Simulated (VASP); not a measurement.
A run of VASP 6.6.1 is set up as follows.

The input POSCAR:

```
HfB
1.0
    0.0000000000      2.3100000000      2.3100000000
    2.3100000000      0.0000000000      2.3100000000
    2.3100000000      2.3100000000      0.0000000000
Hf B
1 1
Direct
    0.5000000000      0.5000000000      0.5000000000
    0.0000000000      0.0000000000      0.0000000000
```

The input INCAR.step1:

```
SYSTEM = HfB
ALGO = Normal ; EDIFF = 1E-4
ENCUT = 600 ; GGA = PE
ISMEAR = -1 ; LASPH = .TRUE.
LCHARG = .FALSE. ; LREAL = .FALSE.
LWAVE = .TRUE. ; NELM = 60
PREC = Accurate ; SIGMA = 0.05
```

INCAR.step2

```
SYSTEM = HfB
ALGO = Normal ; EDIFF = 1E-6
EDIFFG = -0.01 ; ENCUT = 600
IBRION = 2 ; ISIF = 3
ISMEAR = -1 ; ISTART = 1
LASPH = .TRUE. ; LCHARG = .FALSE.
LMIXTAU = .TRUE. ; LREAL = .FALSE.
LWAVE = .FALSE. ; METAGGA = R2SCAN
NELM = 60 ; NSW = 60
PREC = Accurate ; PSTRESS = 100.0
SIGMA = 0.05
```

KPOINTS

```
k-points
0
G
  10 10 10
  0 0 0
```

Potentials or basis: VASP PAW PBE potentials, release 64 (Hf_pv, B).

The run is started by

```sh
$ cat potpaw_PBE.64/Hf_pv/POTCAR potpaw_PBE.64/B/POTCAR > POTCAR
$ cp INCAR.step1 INCAR
$ mpirun -np 1 vasp_std > vasp.out
$ cp INCAR.step2 INCAR
$ mpirun -np 1 vasp_std > vasp.out
```

Q: Predict the relaxed cell.

A: a = 3.354 Å, b = 3.354 Å, c = 3.354 Å, α = 60.00°, β = 60.00°, γ = 60.00°.

Q: Predict the band gap on the k mesh.

A: Zero (an odd number of electrons rules out a gap without spin polarisation).

Step by step:
```
step  energy change (eV)  largest force (eV/Å)  pressure (GPa)  volume (Å³)
   1              0.0000                0.0000           29.57        24.65
   2             -0.1917                0.0000          -12.21        30.42
   3             -0.2488                0.0000            9.33        26.77
   4             -0.2441                0.0000            9.93        26.69
```

Caveat: the cell is relaxed towards a set pressure, so the run minimises the enthalpy, not the energy; the PAW data sets were made with another functional, which shifts forces and pressure a little; spin-orbit coupling is left out, which moves the levels of the heavy elements. Zero-point motion and thermal expansion aren't in these numbers.
